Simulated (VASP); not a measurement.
# MgO (P6_3/mmc) in VASP: single point with r2SCAN

Aim: the single point of MgO with r2SCAN.

Everything below comes from runs of VASP 6.6.1. Logs are shortened: lines on timing, memory, paths and dates and some standing lists are left out, and cuts for length are marked.

## (1) The cell of the first run

Symmetry: P6_3/mmc, No. 194, hexagonal system. The conventional cell has a = 3.484 Å, b = 3.484 Å, c = 4.185 Å, α = 90.00°, β = 90.00°, γ = 120.00°. Mg (site symmetry -6m2) has 5 O at 2.01 to 2.09 Å within 2.7 Å. Within 2.7 Å of O (site symmetry -6m2) lie 5 Mg at 2.01 to 2.09 Å.

## (2) Single point, r2SCAN

Contents of POSCAR:

```
MgO
1.0
    3.4840197800      0.0000000000      0.0000000000
   -1.7420098900      3.0172496368      0.0000000000
    0.0000000000      0.0000000000      4.1853204555
Mg O
2 2
Direct
    0.3333333333      0.6666666667      0.2500000000
    0.6666666667      0.3333333333      0.7500000000
    0.6666666667      0.3333333333      0.2500000000
    0.3333333333      0.6666666667      0.7500000000
```

Contents of INCAR.step1:

```
SYSTEM = MgO
PREC = Accurate ; ENCUT = 750
ISMEAR = 0 ; SIGMA = 0.01
LREAL = .FALSE. ; LASPH = .TRUE.
NELM = 120 ; NBANDS = 24
GGA = PE ; ALGO = Normal
EDIFF = 1E-5 ; LWAVE = .TRUE.
LCHARG = .FALSE. ; GGA_COMPAT = .FALSE.
```

Contents of INCAR.step2:

```
SYSTEM = MgO
PREC = Accurate ; ENCUT = 750
EDIFF = 1E-6 ; ISMEAR = 0
SIGMA = 0.01 ; LREAL = .FALSE.
LASPH = .TRUE. ; NELM = 120
ALGO = Normal ; ISIF = 2
LWAVE = .FALSE. ; LCHARG = .FALSE.
METAGGA = R2SCAN ; LMIXTAU = .TRUE.
NBANDS = 24 ; ISTART = 1
GGA_COMPAT = .FALSE.
```

Contents of KPOINTS:

```
Automatic mesh
0
G
  12 12 6
  0 0 0
```

Potentials or basis: VASP PAW PBE potentials, release 64 (Mg_sv, O).

On the command line:

```
> cat potpaw_PBE.64/Mg_sv/POTCAR potpaw_PBE.64/O/POTCAR > POTCAR
> cp INCAR.step1 INCAR
> mpirun -np 1 vasp_std > vasp.out
> cp INCAR.step2 INCAR
> mpirun -np 1 vasp_std > vasp.out
```

OUTCAR:

```text
SYSTEM = MgO
   PREC = Accurate
   ENCUT = 750
   EDIFF = 1E-6
   ISMEAR = 0
   LREAL = .FALSE.
   LASPH = .TRUE.
   NELM = 120
   ISIF = 2
   METAGGA = R2SCAN
   ISTART = 1

 ion  position               nearest neighbor table
   1  0.333  0.667  0.250-   3 2.01   3 2.01   3 2.01   4 2.09   4 2.09
   2  0.667  0.333  0.750-   4 2.01   4 2.01   4 2.01   3 2.09   3 2.09
   3  0.667  0.333  0.250-   1 2.01   1 2.01   1 2.01   2 2.09   2 2.09
   4  0.333  0.667  0.750-   2 2.01   2 2.01   2 2.01   1 2.09   1 2.09

  LATTYP: Found a hexagonal cell.
 ALAT       =     3.4840197800
 C/A-ratio  =     1.2012906699

  Lattice vectors:

 A1 = (   3.4840197800,   0.0000000000,   0.0000000000)
 A2 = (  -1.7420098900,   3.0172496368,   0.0000000000)
 A3 = (   0.0000000000,   0.0000000000,   4.1853204555)

Analysis of symmetry for initial positions (statically):
=====================================================================
 Subroutine PRICEL returns:
 Original cell was already a primitive cell.

 Routine SETGRP: Setting up the symmetry group for a
 hexagonal supercell.

 Subroutine GETGRP returns: Found 24 space group operations
 (whereof 12 operations were pure point group operations)
 out of a pool of 24 trial point group operations.

The static configuration has the point symmetry D_3d.
 The point group associated with its full space group is D_6h.

Analysis of symmetry for dynamics (positions and initial velocities):
=====================================================================
 Subroutine PRICEL returns:
 Original cell was already a primitive cell.

 Routine SETGRP: Setting up the symmetry group for a
 hexagonal supercell.

 Subroutine GETGRP returns: Found 24 space group operations
 (whereof 12 operations were pure point group operations)
 out of a pool of 24 trial point group operations.

The dynamic configuration has the point symmetry D_3d.
 The point group associated with its full space group is D_6h.

 Subroutine INISYM returns: Found 24 space group operations
 (whereof 12 operations are pure point group operations),
 and found     1 'primitive' translations

----------------------------------------------------------------------------------------

                                     Primitive cell

  volume of cell :      43.9967

  direct lattice vectors                    reciprocal lattice vectors
     3.484019780  0.000000000  0.000000000     0.287024777  0.165713832  0.000000000
    -1.742009890  3.017249637  0.000000000     0.000000000  0.331427664  0.000000000
     0.000000000  0.000000000  4.185320456     0.000000000  0.000000000  0.238930331

  length of vectors
     3.484019780  3.484019780  4.185320456     0.331427664  0.331427664  0.238930331

  position of ions in fractional coordinates (direct lattice)
     0.333333333  0.666666667  0.250000000
     0.666666667  0.333333333  0.750000000
     0.666666667  0.333333333  0.250000000
     0.333333333  0.666666667  0.750000000

  ion indices of the primitive-cell ions
   primitive index   ion index
                 1           1
                 2           2
                 3           3
                 4           4

----------------------------------------------------------------------------------------

 KPOINTS: Automatic mesh

Automatic generation of k-mesh.
 Grid dimensions read from file:
 generate k-points for:   12   12    6

 Generating k-lattice:

  Cartesian coordinates                     Fractional coordinates (reciprocal lattice)
     0.023918731  0.013809486  0.000000000     0.083333333  0.000000000  0.000000000
     0.000000000  0.027618972  0.000000000     0.000000000  0.083333333  0.000000000
     0.000000000  0.000000000  0.039821722     0.000000000  0.000000000  0.166666667

  Length of vectors
     0.027618972  0.027618972  0.039821722

  Shift w.r.t. Gamma in fractional coordinates (k-lattice)
     0.000000000  0.000000000  0.000000000

 Subroutine IBZKPT returns following result:
 ===========================================

 Found     76 irreducible k-points:

 Following reciprocal coordinates:
            Coordinates               Weight
  0.000000  0.000000  0.000000      1.000000
  0.083333  0.000000  0.000000      6.000000
  0.166667  0.000000  0.000000      6.000000
  0.250000  0.000000  0.000000      6.000000
  0.333333  0.000000  0.000000      6.000000
  0.416667  0.000000  0.000000      6.000000
[... 16 lines left out ...]
  0.250000  0.000000  0.166667     12.000000
  0.333333  0.000000  0.166667     12.000000
 [... further k-points ...]
   k-points           NKPTS =     76   k-points in BZ     NKDIM =     76   number of bands    NBANDS=     24
   number of dos      NEDOS =    301   number of ions     NIONS =      4
   total plane-waves  NPLWV =  40960
   dimension x,y,z NGX =    32 NGY =   32 NGZ =   40
   dimension x,y,z NGXF=    64 NGYF=   64 NGZF=   80
   ions per type =               2   2
   NGX,Y,Z   is equivalent  to a cutoff of  15.27, 15.27, 15.89 a.u.
   NGXF,Y,Z  is equivalent  to a cutoff of  30.54, 30.54, 31.78 a.u.
 SYSTEM =  MgO
   PREC   = accura    normal or accurate (medium, high low for compatibility)
   ISTART =      1    job   : 0-new  1-cont  2-samecut
   ICHARG =      0    charge: 1-file 2-atom 10-const
   ISPIN  =      1    spin polarized calculation?
   LNONCOLLINEAR =      F non collinear calculations
   LSORBIT =      F    spin-orbit coupling
   LASPH  =      T    aspherical Exc in radial PAW
   ENCUT  =  750.0 eV  55.12 Ry    7.42 a.u.   7.78  7.78  9.35*2*pi/ulx,y,z
   NELM   =    120;   NELMIN=  2; NELMDL=  0     # of ELM steps
   EDIFF  = 0.1E-05   stopping-criterion for ELM
   LREAL  =      F    real-space projection
   EDIFFG = 0.1E-04   stopping-criterion for IOM
   NSW    =      0    number of steps for IOM
   IBRION =     -1    ionic relax: 0-MD 1-quasi-New 2-CG
   NFREE  =      0    steps in history (QN), initial steepest desc. (CG)
   ISIF   =      2    stress and relaxation
   ISYM   =      2    0-nonsym 1-usesym 2-fastsym
   POTIM  = 0.5000    time-step for ionic-motion
   TEBEG  =    0.0;   TEEND  =   0.0 temperature during run
   PSTRESS=    0.0 pullay stress
   NELECT =      32.0000    total number of electrons
   NUPDOWN=      -1.0000    fix difference up-down
   EMIN   =  10.00;   EMAX   =-10.00  energy-range for DOS
   EFERMI =   0.00;   METHOD = LEGACY
   ISMEAR =     0;   SIGMA  =   0.01  broadening in eV -4-tet -1-fermi 0-gaus
   EFERMI_NEDOS =   21; number of points for ismear=-14 and -15
   IALGO  =     38    algorithm
   IMIX   =      4    mixing-type and parameters
     AMIX     =   0.40;   BMIX     =  1.00
     AMIX_MAG =   1.60;   BMIX_MAG =  1.00
  volume/ion in A,a.u.               =      11.00        74.23
  Fermi-wavevector in a.u.,A,eV,Ry     =   1.472260  2.782169 29.491318  2.167551
  Thomas-Fermi vector in A             =   2.587297
   LORBIT       =      0    0 simple, 1 ext, 2 COOP (PROOUT), +10 PAW based schemes
   METAGGA = R2SCAN    functional components
   LHFCALC =     F    Hartree Fock is set to
   AEXX    =    0.0000 exact exchange contribution
   IVDW    =     0    specifies the selected vdW correction
   LEPSILON=     F    determine dielectric tensor
   LRPA    =     F    only Hartree local field effects (RPA)
 non-spin polarized calculation
 Gauss-broadening in eV      SIGMA  =   0.01
  energy-cutoff  :      750.00
  volume of cell :       44.00
 maximum number of plane-waves:      2077
 NGX is ok and might be reduce to    32
   NGX = 15   NGY = 15   NGZ = 19

 number of electron      31.9999996 magnetization

 Free energy of the ion-electron system (eV)
  ---------------------------------------------------
  ext. energy  EPLUGINS =         0.00000000
  ---------------------------------------------------
  free energy    TOTEN  =       -32.07310974 eV

  energy without entropy =      -32.07310974  energy(sigma->0) =      -32.07310974

 E-fermi :   1.4124     XC(G=0): -10.9384

 val. band max:        1.3660488571   @ k =   0.0000   0.0000   0.0000
 cond. band min:       5.4678822698   @ k =   0.0000   0.0000   0.0000
 fundamental gap:      4.1018334127
 Fermi energy:         1.4123847545

 k-point     1 :       0.0000    0.0000    0.0000
  band No.  band energies     occupation
      1     -73.5418      2.00000
      2     -73.5301      2.00000
      3     -38.6965      2.00000
      4     -38.6772      2.00000
      5     -38.6772      2.00000
      6     -38.6509      2.00000
[... 16 lines left out ...]
     23      18.1076      0.00000
     24      18.2575      0.00000

 k-point     2 :       0.0833    0.0000    0.0000
  band No.  band energies     occupation
      1     -73.5416      2.00000
      2     -73.5301      2.00000
      3     -38.6953      2.00000
      4     -38.6779      2.00000
      5     -38.6776      2.00000
      6     -38.6523      2.00000
[... 16 lines left out ...]
     23      17.7553      0.00000
     24      17.9216      0.00000

 k-point     3 :       0.1667    0.0000    0.0000
  band No.  band energies     occupation
      1     -73.5409      2.00000
      2     -73.5305      2.00000
      3     -38.6918      2.00000
      4     -38.6803      2.00000
      5     -38.6792      2.00000
      6     -38.6561      2.00000
[... 16 lines left out ...]
     23      17.1679      0.00000
     24      17.2922      0.00000
[... 514 lines left out ...]
 k-point    23 :       0.2500    0.0000    0.1667
  band No.  band energies     occupation
      1     -73.5394      2.00000
      2     -73.5317      2.00000
      3     -38.6950      2.00000
      4     -38.6792      2.00000
      5     -38.6716      2.00000
      6     -38.6670      2.00000
[... 16 lines left out ...]
     23      16.8668      0.00000
     24      17.1821      0.00000

 k-point    24 :       0.3333    0.0000    0.1667
  band No.  band energies     occupation
      1     -73.5383      2.00000
      2     -73.5324      2.00000
      3     -38.6972      2.00000
      4     -38.6811      2.00000
      5     -38.6755      2.00000
      6     -38.6660      2.00000
[... 16 lines left out ...]
     23      16.6702      0.00000
     24      16.9890      0.00000

 [... further k-points ...]

------------------------ aborting loop because EDIFF is reached ----------------------------------------

  FORCE on cell =-STRESS in cart. coord.  units (eV):
  Direction    XX          YY          ZZ          XY          YZ          ZX
  --------------------------------------------------------------------------------------
  -------------------------------------------------------------------------------------
  Total        0.0066301      0.0066301     -0.0304305      0.0000000     -0.0000000      0.0000000
  in kB        0.2414404      0.2414404     -1.1081521      0.0000000     -0.0000000      0.0000000
  external PRESSURE =      -0.2084238 kB  Pullay stress =       0.0000000 kB

 VOLUME and BASIS-vectors are now :
 -----------------------------------------------------------------------------
  energy-cutoff  :      750.00
  volume of cell :       44.00
      direct lattice vectors                 reciprocal lattice vectors
     3.484019780  0.000000000  0.000000000     0.287024777  0.165713832  0.000000000
    -1.742009890  3.017249637  0.000000000     0.000000000  0.331427664  0.000000000
     0.000000000  0.000000000  4.185320456     0.000000000  0.000000000  0.238930331

 POSITION                                       TOTAL-FORCE (eV/Angst)
 -----------------------------------------------------------------------------------
     -0.00000      2.01150      1.04633         0.000000      0.000000      0.000000
      1.74201      1.00575      3.13899        -0.000000      0.000000      0.000000
      1.74201      1.00575      1.04633         0.000000     -0.000000      0.000000
     -0.00000      2.01150      3.13899        -0.000000      0.000000      0.000000
 -----------------------------------------------------------------------------------
    total drift:                                0.000000     -0.000000      0.000000

  FREE ENERGIE OF THE ION-ELECTRON SYSTEM (eV)
  ---------------------------------------------------
  free  energy   TOTEN  =       -32.0731097416 eV

  energy  without entropy=      -32.0731097416  energy(sigma->0) =      -32.07310974
```

Wall time 7.6 min (1 thread of AMD EPYC 7R43 (Zen 3), shared host); peak memory 0.24 GiB.

Results:

```yaml
Free_energy: -32.0731 eV
Pressure: 0.0 GPa
Band_gap_on_the_k_mesh: 4.10 eV
```

Caveat: the PAW data sets were made with another functional, which shifts forces and pressure a little.
